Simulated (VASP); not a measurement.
## SnSe: single point with LDA

The system is SnSe, a slab with vacuum.

```
Sn Se
1.0
     4.18565    0.00000    0.00000
     0.00000    4.18565    0.00000
     0.00000    0.00000   10.97981
Sn Se
2 2
Direct
  0.50000 0.00000 0.37752
  0.00000 0.50000 0.62248
  0.50000 0.00000 0.61969
  0.00000 0.50000 0.38031
```

```json
{
  "Program": "VASP 6.6.1",
  "Task": "single point",
  "Functional": "LDA",
  "Potentials or basis": "VASP PAW LDA potentials, release 64 (Sn_d, Se)",
  "Cutoff": "520 eV",
  "k mesh": "4 × 4 × 2",
  "Occupations": "gaussian, width 0.02 eV",
  "Spin": "no spin polarisation",
  "Dipole correction": "no",
  "Further INCAR settings": "ALGO = Normal; EDIFF = 1e-06; NBANDS = 28"
}
```

```json
{
  "Largest force": "0.026 eV/Å",
  "Band gap on the k mesh": "1.50 eV (least direct gap 1.56 eV)"
}
```

Forces on the atoms (eV/Å):
```
Sn   0.000  0.000 -0.026
Sn   0.000  0.000  0.026
Se   0.000  0.000  0.026
Se   0.000  0.000 -0.026
```

Levels at points of the mesh, in eV from the valence-band top:
```csv
k point,band 17,band 18,band 19,band 20,band 21,band 22,band 23,band 24
"(0.00, 0.00, 0.00)",-3.23,-1.91,-1.91,-0.43,1.64,3.62,3.79,4.76
"(0.50, 0.00, 0.00)",-1.61,-1.61,-0.07,-0.07,1.57,1.57,2.05,2.05
"(0.50, 0.50, 0.00)",-3.58,-3.58,-1.77,-1.77,3.69,3.69,4.56,4.56
"(0.00, 0.00, 0.50)",-3.23,-1.91,-1.91,-0.43,1.50,3.62,4.76,4.76
"(0.50, 0.00, 0.50)",-1.61,-1.61,-0.07,-0.07,1.58,1.58,2.05,2.05
"(0.50, 0.50, 0.50)",-3.58,-3.58,-1.77,-1.77,3.66,3.66,4.60,4.60
```

Wall time 48 s on 1 thread of Intel(R) Xeon(R) Platinum 8259CL CPU @ 2.50GHz (Skylake/Cascade Lake) (shared host), peak memory 0.25 GiB.

Caveat: there is no dipole correction, which matters where the two faces differ; spin-orbit coupling is left out, which moves the levels of the heavy elements.
